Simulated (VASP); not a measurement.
Input of a VASP 6.6.1 run:

Contents of INCAR:

```
ALGO = Normal
EDIFF = 1E-6
ENCUT = 520
GGA = PE
ISIF = 2
ISMEAR = 0
LASPH = T
LCHARG = F
LREAL = F
LWAVE = F
NBANDS = 17
NELM = 100
PREC = Accurate
SIGMA = 0.05
```

File KPOINTS:

```
k-points
0
Gamma
  8 8 8
```

File POSCAR:

```
TePb
1.0
    0.0000000000      3.2270000000      3.2270000000
    3.2270000000      0.0000000000      3.2270000000
    3.2270000000      3.2270000000      0.0000000000
Te Pb
1 1
Direct
    0.5000000000      0.5000000000      0.5000000000
   -0.0387356678     -0.0387356678      0.0387356678
```

Potentials or basis: VASP PAW PBE potentials, release 64 (Te, Pb_d).

Command:

```bash
$ cat potpaw_PBE.64/Te/POTCAR potpaw_PBE.64/Pb_d/POTCAR > POTCAR
$ mpirun -np 1 vasp_std > vasp.out
```

(1) What does it give for the largest force?

(2) What does it give for the pressure?

(3) Predict the band gap on the k mesh.

Results:

(1) 0.396 eV/Å.

(2) 3.1 GPa.

(3) 1.02 eV, direct.

Caveat: the cell differs from its parent crystal (all Pb atoms moved -0.250 Å, as atom 2 along Cartesian [0 0 1]); spin-orbit coupling is left out, which moves the levels of the heavy elements.
